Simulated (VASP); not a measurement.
TiCo3:

```
Ti Co
1.0
     3.45292    0.00000    0.00000
     0.00000    3.45292    0.00000
     0.00000    0.00000    3.45292
Ti Co
1 3
Direct
  0.00000 0.00000 0.00000
  0.00000 0.50000 0.50000
  0.50000 0.00000 0.50000
  0.50000 0.50000 0.00000
```

Base run:

* Program: VASP 6.6.1
* Functional: PBEsol
* Potentials or basis: VASP PAW PBE potentials, release 64 (Ti_sv, Co)
* Cutoff: 520 eV
* k mesh: 12 × 12 × 12
* Occupations: gaussian, width 0.15 eV
* Spin: collinear spin, ferromagnetic start
* Starting moments: [0.9, 1.98, 1.98, 1.98] μB
* Fixed moment: 6.84 μB

Its results: pressure 49.6 GPa; site moments Ti +0.69; Co +1.96 μB.

The run is repeated on the same cell with these changes: fixed moment from 6.84 μB to 6.08 μB; moments at the start from [0.9, 1.98, 1.98, 1.98] to [0.8, 1.76, 1.76, 1.76]. What comes out?

Pressure 44.0 GPa; site moments Ti +0.48; Co +1.79 μB.

Caveats: the cell stands under pressure; the PAW data sets were made with another functional, which shifts forces and pressure a little; the total moment is fixed, so each spin has its own Fermi level and the state may be an excited one.
